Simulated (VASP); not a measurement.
The system is GaAs.

```
CELL_PARAMETERS angstrom
0.00000 2.82685 2.82685
2.82685 0.00000 2.82685
2.82685 2.82685 0.00000
ATOMIC_POSITIONS crystal
Ga 0.00000 0.00000 0.00000
As 0.25000 0.25000 0.25000
```

Base run:

| Item | Value |
| --- | --- |
| Program | VASP 6.6.1 |
| Functional | r2SCAN |
| Potentials or basis | VASP PAW PBE potentials, release 64 (Ga_d, As) |
| Cutoff | 440 eV |
| k mesh | 9 × 9 × 9 |
| Occupations | fermi-dirac, width 0.02 eV |
| Spin | no spin polarisation |

Its results: band gap on the k mesh 1.00 eV; pressure 0.5 GPa.

Task: After a change of settings the same cell gave: band gap on the k mesh 0.33 eV; pressure -1.8 GPa. Which change was it?
A. functional from r2SCAN to PBEsol; cutoff from 440 eV to 400 eV; k mesh from 9 × 9 × 9 to 4 × 4 × 4
B. functional from r2SCAN to PBEsol; cutoff from 440 eV to 400 eV; k mesh from 9 × 9 × 9 to 12 × 12 × 12
C. functional from r2SCAN to LDA; potentials or basis from VASP PAW PBE potentials, release 64 (Ga_d, As) to VASP PAW LDA potentials, release 64 (Ga_d, As); cutoff from 440 eV to 400 eV
D. functional from r2SCAN to HSE06; cutoff from 440 eV to 400 eV; k mesh from 9 × 9 × 9 to 5 × 5 × 5

Result: C.

Caveats: the PAW data sets were made with another functional, which shifts forces and pressure a little (at least some runs); an odd mesh through Γ misses points on the zone boundary, where band edges can lie (at least some runs).
